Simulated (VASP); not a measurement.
Runs of VASP 6.6.1 on BN. It takes space group Pm-3m (No. 221, cubic). Conventional cell: a = 2.315 Å, b = 2.315 Å, c = 2.315 Å, α = 90.00°, β = 90.00°, γ = 90.00°. B (site symmetry m-3m) has 8 N at 2.00 Å and 6 B at 2.31 Å within 2.7 Å. Within 2.7 Å of N (site symmetry m-3m) lie 8 B at 2.00 Å and 6 N at 2.31 Å. 

| level | potentials or basis | k mesh | cutoff (eV) | gap on the mesh (eV) | pressure (GPa) |
| --- | --- | --- | --- | --- | --- |
| r2SCAN | VASP PAW PBE potentials, release 64 (B, N) | 8 × 8 × 8 | 660 | none | -0.8 |
| PBE | VASP PAW PBE potentials, release 64 (B, N) | 8 × 8 × 8 | 600 | none | (a) |
| LDA | VASP PAW LDA potentials, release 64 (B, N) | 6 × 6 × 6 | 600 | none | -11.7 |
| PBE | VASP PAW PBE potentials, release 64 (B, N) | 6 × 6 × 6 | 600 | none | 0.0 |

Alike in all rows: task single point; no spin polarisation; cell as given; smearing fermi-dirac 0.02 eV.

Q: Estimate the missing entries.

A: (a) 1.3.

Caveats: some runs use coarse meshes; the PAW data sets were made with another functional, which shifts forces and pressure a little (some runs).

A gap of «none» marks levels without a gap at the run's occupations.
